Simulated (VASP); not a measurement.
Input of a VASP 6.6.1 run:

Contents of POSCAR:

```
GaN
1.0
    0.0000000000      2.2242532754      2.2242532754
    2.2242532754      0.0000000000      2.2242532754
    2.2242532754      2.2242532754      0.0000000000
Ga N
1 1
Direct
    0.0000000000      0.0000000000      0.0000000000
    0.2500000000      0.2500000000      0.2500000000
```

File INCAR.step1:

```
SYSTEM = GaN
ALGO     = Normal         ! electronic algorithm
EDIFF    = 1E-4           ! SCF threshold, eV
ENCUT    = 520            ! plane-wave cutoff, eV
GGA      = PE             ! functional
ISMEAR   = 0              ! smearing method
LASPH    = .TRUE.         ! aspherical terms in the spheres
LCHARG   = .FALSE.        ! write CHGCAR
LREAL    = .FALSE.        ! projectors in reciprocal space
LWAVE    = .TRUE.         ! write WAVECAR
NBANDS   = 16             ! bands
NELM     = 60             ! most SCF steps
PREC     = Accurate       ! precision mode
SIGMA    = 0.01           ! smearing width, eV
```

The input INCAR.step2:

```
SYSTEM = GaN
ALGO     = Normal         ! electronic algorithm
EDIFF    = 1E-6           ! SCF threshold, eV
ENCUT    = 520            ! plane-wave cutoff, eV
ISIF     = 2              ! what is computed and relaxed
ISMEAR   = 0              ! smearing method
ISTART   = 1            
LASPH    = .TRUE.         ! aspherical terms in the spheres
LCHARG   = .FALSE.        ! write CHGCAR
LMIXTAU  = .TRUE.       
LREAL    = .FALSE.        ! projectors in reciprocal space
LWAVE    = .FALSE.        ! write WAVECAR
METAGGA  = R2SCAN         ! meta-GGA
NBANDS   = 16             ! bands
NELM     = 60             ! most SCF steps
PREC     = Accurate       ! precision mode
SIGMA    = 0.01           ! smearing width, eV
```

Contents of KPOINTS:

```
k-points
0
G
  10 10 10
  0 0 0
```

Potentials or basis: VASP PAW PBE potentials, release 64 (Ga_d, N).

Launch:

```sh
$ cat potpaw_PBE.64/Ga_d/POTCAR potpaw_PBE.64/N/POTCAR > POTCAR
$ cp INCAR.step1 INCAR
$ mpirun -np 1 vasp_std > vasp.out
$ cp INCAR.step2 INCAR
$ mpirun -np 1 vasp_std > vasp.out
```

Task: What does it give for the pressure?

Result: 8.1 GPa.

Task: What does it give for the band gap on the k mesh?

Result: 2.38 eV.

Caveat: the cell stands under pressure; the PAW data sets were made with another functional, which shifts forces and pressure a little.
